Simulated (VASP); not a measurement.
Input of a VASP 6.6.1 run:

The input INCAR:

```
SYSTEM = RbW
ALGO = Normal ; EDIFF = 1E-6
ENCUT = 500 ; GGA = PS
GGA_COMPAT = .FALSE. ; ISIF = 2
ISMEAR = -1 ; LASPH = .TRUE.
LCHARG = .FALSE. ; LDAU = .TRUE.
LDAUJ = 0 0 ; LDAUL = 2 -1
LDAUPRINT = 1 ; LDAUTYPE = 2
LDAUU = 6 0 ; LMAXMIX = 4
LREAL = .FALSE. ; LWAVE = .FALSE.
NBANDS = 18 ; NELM = 200
PREC = Accurate ; SIGMA = 0.0445
```

The input KPOINTS:

```
k-points
0
G
  5 5 5
  0 0 0
```

The input POSCAR:

```
RbW
1.0
    0.0000000000      3.2183930000      3.2183930000
    3.2183930000      0.0000000000      3.2183930000
    3.2183930000      3.2183930000      0.0000000000
W Rb
1 1
Direct
    0.0000000000      0.0000000000      0.0000000000
    0.5000000000      0.5000000000      0.5000000000
```

Potentials or basis: VASP PAW PBE potentials, release 64 (W_sv, Rb_sv).

Command:

```console
$ cat potpaw_PBE.64/W_sv/POTCAR potpaw_PBE.64/Rb_sv/POTCAR > POTCAR
$ mpirun -np 1 vasp_std > vasp.out
```

(1) Estimate the band gap on the k mesh.

(2) What does it give for the pressure?

Results:

(1) zero (an odd number of electrons rules out a gap without spin polarisation).

(2) -0.1 GPa.

Caveat: the PAW data sets were made with another functional, which shifts forces and pressure a little; spin-orbit coupling is left out, which moves the levels of the heavy elements; U without spin polarisation on a metal has little footing; the U is typed as a test and isn't derived for this compound.
